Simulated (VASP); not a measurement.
Here is a VASP 6.6.1 calculation.

File INCAR:

```
ALGO = Normal ; EDIFF = 1E-6
ENCUT = 520 ; GGA = CA
ISIF = 2 ; ISMEAR = 0
LASPH = True ; LCHARG = False
LREAL = False ; LWAVE = False
NBANDS = 11 ; NELM = 60
PREC = Accurate ; SIGMA = 0.01
```

The input KPOINTS:

```
k-points
0
Gamma
  10 10 10
```

POSCAR

```
MgO
1.0
    0.0000000000      2.0795922133      2.0899901744
    2.0795922133      0.0000000000      2.0899901744
    2.0795922133      2.0795922133      0.0000000000
Mg O
1 1
Direct
    0.0000000000      0.0000000000      0.0000000000
    0.5000000000      0.5000000000      0.5000000000
```

Potentials or basis: VASP PAW LDA potentials, release 64 (Mg, O).

The run is started by

```sh
$ cat potpaw_LDA.64/Mg/POTCAR potpaw_LDA.64/O/POTCAR > POTCAR
$ mpirun -np 1 vasp_std > vasp.out
```

Problem. What does it give for the band gap on the k mesh?

Solution. 4.98 eV, direct.

Problem. Estimate the pressure.

Solution. -2.5 GPa.

Stress tensor (GPa, compression positive):
```
-2.16  0.00  0.00
 0.00 -2.16  0.00
 0.00  0.00 -3.27
```

Caveat: the cell differs from its parent crystal (z stretched by +0.5 %, x and y held).
